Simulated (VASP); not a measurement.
# RbN (Fmmm) in VASP: relaxation of cell and atoms with PBE

Aim: the relaxation of cell and atoms of RbN with PBE.

All numbers are computed with VASP 6.6.1; they aren't measurements. Logs are shortened: lines on timing, memory, paths and dates and some standing lists are left out, and cuts for length are marked.

### Step 1. The cell of the first run

The structure is orthorhombic, space group Fmmm (No. 69). Conventional cell: a = 5.657 Å, b = 6.248 Å, c = 7.093 Å, α = 90.00°, β = 90.00°, γ = 90.00°. Rb (site symmetry mmm) has 6 N at 2.83 to 3.55 Å within 3.7 Å. Within 3.7 Å of N (site symmetry mmm) lie 6 Rb at 2.83 to 3.55 Å.

The cell was built from a structure type or drawn by symmetry, and may not be a known phase.

### Step 2. Relaxation of cell and atoms, PBE, collinear spin, ferromagnetic start

The input, INCAR:

```
SYSTEM = RbN
ALGO = Normal
EDIFF = 1E-7
EDIFFG = -0.04
ENCUT = 600
GGA = PE
IBRION = 2
ISIF = 3
ISMEAR = 0
ISPIN = 2
LASPH = .TRUE.
LCHARG = .FALSE.
LORBIT = 11
LREAL = .FALSE.
LWAVE = .FALSE.
MAGMOM = 0 1
NELM = 150
NSW = 90
PREC = Accurate
SIGMA = 0.1
```

The input, KPOINTS:

```
k-points
0
G
  6 6 6
  0 0 0
```

The input, POSCAR:

```
RbN
1.0
    0.0000000000      3.1242492800      3.5463577300
    2.8284839600      0.0000000000      3.5463577300
    2.8284839600      3.1242492800      0.0000000000
Rb N
1 1
Direct
    0.5000000000      0.5000000000      0.5000000000
    0.0000000000      0.0000000000      0.0000000000
```

Potentials or basis: VASP PAW PBE potentials, release 64 (Rb_sv, N).

Launch:

```sh
cat potpaw_PBE.64/Rb_sv/POTCAR potpaw_PBE.64/N/POTCAR > POTCAR
mpirun -np 1 vasp_std > vasp.out
```

OUTCAR:

```text
SYSTEM = RbN
   EDIFF = 1E-7
   EDIFFG = -0.04
   ENCUT = 600
   GGA = PE
   IBRION = 2
   ISIF = 3
   ISMEAR = 0
   ISPIN = 2
   LASPH = .TRUE.
   LORBIT = 11
   LREAL = .FALSE.
   NELM = 150
   NSW = 90
   PREC = Accurate

 ion  position               nearest neighbor table
   1  0.500  0.500  0.500-   2 2.83   2 2.83   2 3.12   2 3.12   2 3.55   2 3.55
   2  0.000  0.000  0.000-   1 2.83   1 2.83   1 3.12   1 3.12   1 3.55   1 3.55

  LATTYP: Found a face centered orthorhombic cell.
 ALAT       =     5.6569679200
 B/A-ratio  =     1.1045667305
 C/A-ratio  =     1.2538016054

  Lattice vectors:

 A1 = (   0.0000000000,   3.1242492800,   3.5463577300)
 A2 = (   2.8284839600,   0.0000000000,   3.5463577300)
 A3 = (   2.8284839600,   3.1242492800,   0.0000000000)

Analysis of symmetry for initial positions (statically):
=====================================================================
 Subroutine PRICEL returns:
 Original cell was already a primitive cell.

 Routine SETGRP: Setting up the symmetry group for a
 face centered orthorhombic supercell.

 Subroutine GETGRP returns: Found  8 space group operations
 (whereof  8 operations were pure point group operations)
 out of a pool of  8 trial point group operations.

The static configuration has the point symmetry D_2h.

Analysis of symmetry for dynamics (positions and initial velocities):
=====================================================================
 Subroutine PRICEL returns:
 Original cell was already a primitive cell.

 Routine SETGRP: Setting up the symmetry group for a
 face centered orthorhombic supercell.

 Subroutine GETGRP returns: Found  8 space group operations
 (whereof  8 operations were pure point group operations)
 out of a pool of  8 trial point group operations.

The dynamic configuration has the point symmetry D_2h.

Analysis of structural, dynamic, and magnetic symmetry:
=====================================================================
 Subroutine PRICEL returns:
 Original cell was already a primitive cell.

 Routine SETGRP: Setting up the symmetry group for a
 face centered orthorhombic supercell.

 Subroutine GETGRP returns: Found  8 space group operations
 (whereof  8 operations were pure point group operations)
 out of a pool of  8 trial point group operations.

The overall configuration has the point symmetry D_2h.

 Subroutine INISYM returns: Found  8 space group operations
 (whereof  8 operations are pure point group operations),
 and found     1 'primitive' translations

----------------------------------------------------------------------------------------

                                     Primitive cell

  volume of cell :      62.6775

  direct lattice vectors                    reciprocal lattice vectors
     0.000000000  3.124249280  3.546357730    -0.176773143  0.160038446  0.140989725
     2.828483960  0.000000000  3.546357730     0.176773143 -0.160038446  0.140989725
     2.828483960  3.124249280  0.000000000     0.176773143  0.160038446 -0.140989725

  length of vectors
     4.726265620  4.536185034  4.214410407     0.277018322  0.277018322  0.277018322

  position of ions in fractional coordinates (direct lattice)
     0.500000000  0.500000000  0.500000000
     0.000000000  0.000000000  0.000000000

  ion indices of the primitive-cell ions
   primitive index   ion index
                 1           1
                 2           2

----------------------------------------------------------------------------------------

 KPOINTS: k-points

Automatic generation of k-mesh.
 Grid dimensions read from file:
 generate k-points for:    6    6    6

 Generating k-lattice:

  Cartesian coordinates                     Fractional coordinates (reciprocal lattice)
    -0.029462191  0.026673074  0.023498287     0.166666667  0.000000000  0.000000000
     0.029462191 -0.026673074  0.023498287    -0.000000000  0.166666667 -0.000000000
     0.029462191  0.026673074 -0.023498287     0.000000000  0.000000000  0.166666667

  Length of vectors
     0.046169720  0.046169720  0.046169720

  Shift w.r.t. Gamma in fractional coordinates (k-lattice)
     0.000000000  0.000000000  0.000000000

 Subroutine IBZKPT returns following result:
 ===========================================

 Found     46 irreducible k-points:

 Following reciprocal coordinates:
            Coordinates               Weight
  0.000000  0.000000  0.000000      1.000000
  0.166667 -0.000000  0.000000      8.000000
  0.333333 -0.000000  0.000000      8.000000
  0.500000  0.000000 -0.000000      4.000000
  0.166667  0.166667  0.000000      2.000000
  0.333333  0.166667  0.000000      8.000000
[... 16 lines left out ...]
 -0.166667  0.166667  0.166667      8.000000
  0.500000  0.333333  0.166667      4.000000
 [... further k-points ...]
   k-points           NKPTS =     46   k-points in BZ     NKDIM =     46   number of bands    NBANDS=     12
   number of dos      NEDOS =    301   number of ions     NIONS =      2
   total plane-waves  NPLWV =  51840
   dimension x,y,z NGX =    40 NGY =   36 NGZ =   36
   dimension x,y,z NGXF=    80 NGYF=   72 NGZF=   72
   ions per type =               1   1
   NGX,Y,Z   is equivalent  to a cutoff of  14.07, 13.19, 14.20 a.u.
   NGXF,Y,Z  is equivalent  to a cutoff of  28.14, 26.39, 28.40 a.u.
 SYSTEM =  RbN
   PREC   = accura    normal or accurate (medium, high low for compatibility)
   ISTART =      0    job   : 0-new  1-cont  2-samecut
   ICHARG =      2    charge: 1-file 2-atom 10-const
   ISPIN  =      2    spin polarized calculation?
   LNONCOLLINEAR =      F non collinear calculations
   LSORBIT =      F    spin-orbit coupling
   LASPH  =      T    aspherical Exc in radial PAW
   ENCUT  =  600.0 eV  44.10 Ry    6.64 a.u.   9.44  9.06  8.42*2*pi/ulx,y,z
   NELM   =    150;   NELMIN=  2; NELMDL= -5     # of ELM steps
   EDIFF  = 0.1E-06   stopping-criterion for ELM
   LREAL  =      F    real-space projection
   EDIFFG = -.4E-01   stopping-criterion for IOM
   NSW    =     90    number of steps for IOM
   IBRION =      2    ionic relax: 0-MD 1-quasi-New 2-CG
   NFREE  =      1    steps in history (QN), initial steepest desc. (CG)
   ISIF   =      3    stress and relaxation
   ISYM   =      2    0-nonsym 1-usesym 2-fastsym
   POTIM  = 0.5000    time-step for ionic-motion
   TEBEG  =    0.0;   TEEND  =   0.0 temperature during run
   PSTRESS=    0.0 pullay stress
   NELECT =      14.0000    total number of electrons
   NUPDOWN=      -1.0000    fix difference up-down
   EMIN   =  10.00;   EMAX   =-10.00  energy-range for DOS
   EFERMI =   0.00;   METHOD = LEGACY
   ISMEAR =     0;   SIGMA  =   0.10  broadening in eV -4-tet -1-fermi 0-gaus
   EFERMI_NEDOS =   21; number of points for ismear=-14 and -15
   IALGO  =     38    algorithm
   IMIX   =      4    mixing-type and parameters
     AMIX     =   0.40;   BMIX     =  1.00
     AMIX_MAG =   1.60;   BMIX_MAG =  1.00
  volume/ion in A,a.u.               =      31.34       211.48
  Fermi-wavevector in a.u.,A,eV,Ry     =   0.993299  1.877064 13.424104  0.986644
  Thomas-Fermi vector in A             =   2.125172
   LORBIT       =     11    0 simple, 1 ext, 2 COOP (PROOUT), +10 PAW based schemes
   GGA     = PE    functional components
   LHFCALC =     F    Hartree Fock is set to
   AEXX    =    0.0000 exact exchange contribution
   IVDW    =     0    specifies the selected vdW correction
   LEPSILON=     F    determine dielectric tensor
   LRPA    =     F    only Hartree local field effects (RPA)
 conjugate gradient relaxation of ions
 spin polarized calculation
 Gauss-broadening in eV      SIGMA  =   0.10
  energy-cutoff  :      600.00
  volume of cell :       62.68
 maximum number of plane-waves:      2109
 NGX is ok and might be reduce to    40
   NGX = 19   NGY = 19   NGZ = 17

--------------------------------------- Ionic step        1  -------------------------------------------

 number of electron      14.0000000 magnetization       2.0000166

 Free energy of the ion-electron system (eV)
  ---------------------------------------------------
  ext. energy  EPLUGINS =         0.00000000
  ---------------------------------------------------
  free energy    TOTEN  =        -6.34223401 eV

  energy without entropy =       -6.33017642  energy(sigma->0) =       -6.33620522

------------------------ aborting loop because EDIFF is reached ----------------------------------------

  FORCE on cell =-STRESS in cart. coord.  units (eV):
  Direction    XX          YY          ZZ          XY          YZ          ZX
  --------------------------------------------------------------------------------------
  -------------------------------------------------------------------------------------
  Total        0.9059171     -0.0477130     -0.7260630      0.0000000      0.0000000      0.0000000
  in kB       23.1572563     -1.2196504    -18.5597849      0.0000000      0.0000000      0.0000000
  external PRESSURE =       1.1259403 kB  Pullay stress =       0.0000000 kB
[... 93 lines left out ...]
  energy  without entropy=       -6.4168244641  energy(sigma->0) =       -6.42094932

--------------------------------------- Ionic step        4  -------------------------------------------

 number of electron      14.0000000 magnetization       2.0000000

 E-fermi :  -0.0500     XC(G=0):  -7.2266

 val. band max:       -0.0540966573   @ k =  -0.3333   0.1667   0.0000
 cond. band min:      -0.0409335949   @ k =   0.0000   0.3333   0.3333
 fundamental gap:      0.0131630624
 Fermi energy:        -0.0499528785

 spin component 1

 k-point     1 :       0.0000    0.0000    0.0000
  band No.  band energies     occupation
      1     -26.7899      1.00000
      2     -13.5112      1.00000
      3     -10.7983      1.00000
      4     -10.7982      1.00000
      5     -10.7090      1.00000
      6      -2.1907      1.00000
      7      -2.1894      1.00000
      8      -1.3642      1.00000
      9       2.0744      0.00000
     10       5.5868      0.00000
     11       5.9832      0.00000
     12       5.9855      0.00000
[... 886 lines left out ...]
  energy  without entropy=       -6.4409045761  energy(sigma->0) =       -6.44656817

--------------------------------------- Ionic step        9  -------------------------------------------

 number of electron      14.0000000 magnetization       2.0000000

 Free energy of the ion-electron system (eV)
  ---------------------------------------------------
  ext. energy  EPLUGINS =         0.00000000
  ---------------------------------------------------
  free energy    TOTEN  =        -6.45357239 eV

  energy without entropy =       -6.44239615  energy(sigma->0) =       -6.44798427

 E-fermi :   0.2176     XC(G=0):  -7.6246

 val. band max:        0.2074946699   @ k =   0.5000   0.0000  -0.0000
 cond. band min:       0.2206032506   @ k =  -0.3333   0.1667   0.0000
 fundamental gap:      0.0131085807
 Fermi energy:         0.2176040511

 spin component 1

 k-point     1 :       0.0000    0.0000    0.0000
  band No.  band energies     occupation
      1     -26.2935      1.00000
      2     -13.3050      1.00000
      3     -10.2699      1.00000
      4     -10.2698      1.00000
      5     -10.1801      1.00000
      6      -1.8422      1.00000
      7      -1.8398      1.00000
      8      -1.2074      1.00000
      9       2.7371      0.00000
     10       6.0982      0.00000
     11       6.4213      0.00000
     12       6.4229      0.00000
[... 738 lines left out ...]
  FREE ENERGIE OF THE ION-ELECTRON SYSTEM (eV)
  ---------------------------------------------------
  free  energy   TOTEN  =        -6.4535723938 eV

  energy  without entropy=       -6.4423961482  energy(sigma->0) =       -6.44798427

 reached required accuracy - stopping structural energy minimisation

 total charge

# of ion       s       p       d       tot
------------------------------------------
    1        1.949   5.336   0.029   7.314
    2        1.314   2.072   0.000   3.386
--------------------------------------------------
tot          3.263   7.408   0.029  10.700

 magnetization (x)

# of ion       s       p       d       tot
------------------------------------------
    1       -0.004   0.029   0.006   0.031
    2        0.028   1.229   0.000   1.258
--------------------------------------------------
tot          0.024   1.259   0.006   1.289
```

It took 11 min on 1 thread of AMD EPYC 9R14 (Zen 4), shared host; peak memory 0.28 GiB.

What came out:

| Item | Value |
| --- | --- |
| Free energy | -6.4536 eV |
| Relaxed volume | 28.50 Å³/atom |
| Relaxed cell | a = 4.347 Å, b = 4.346 Å, c = 4.270 Å, α = 60.59°, β = 60.57°, γ = 58.84° |
| Space group after relaxing (to 0.1 Å) | I4/mmm (No. 139) |
| Energy gained by relaxing | 55.7 meV/atom |
| Ionic steps | 9 |
| Pressure after relaxing | 0.0 GPa |
| Band gap on the k mesh | zero (filled and empty bands overlap) |
| Net moment | 2.00 μB per cell |
| Site moments | Rb +0.03; N +1.26 μB |
| Valence electrons inside the program's atomic spheres | Rb 7.31; N 3.39 |

The path:
| step | energy change (eV) | largest force (eV/Å) | pressure (GPa) | volume (Å³) |
| --- | --- | --- | --- | --- |
| 1 | 0.0000 | 0.0000 | 0.11 | 62.68 |
| 2 | -0.0281 | 0.0000 | -0.34 | 62.85 |
| 3 | -0.0828 | 0.0000 | -1.22 | 63.09 |
| 4 | -0.0858 | 0.0000 | -1.24 | 63.09 |
| 5 | -0.1054 | 0.0000 | -0.56 | 59.50 |
| 6 | -0.1066 | 0.0000 | -0.34 | 58.54 |
| 7 | -0.1066 | 0.0000 | -0.31 | 58.40 |
| 8 | -0.1100 | 0.0000 | -0.16 | 57.78 |
| 9 | -0.1113 | 0.0000 | 0.04 | 57.01 |

Final structure:
```cif
data_structure
_symmetry_space_group_name_H-M 'P 1'
_symmetry_Int_Tables_number 1
_cell_length_a 4.3467
_cell_length_b 4.3461
_cell_length_c 4.2700
_cell_angle_alpha 60.587
_cell_angle_beta 60.572
_cell_angle_gamma 58.841
_cell_volume 57.01
loop_
_atom_site_label
_atom_site_type_symbol
_atom_site_fract_x
_atom_site_fract_y
_atom_site_fract_z
_atom_site_occupancy
Rb1 Rb 0.50000 0.50000 0.50000 1
N1 N 0.00000 0.00000 0.00000 1
```
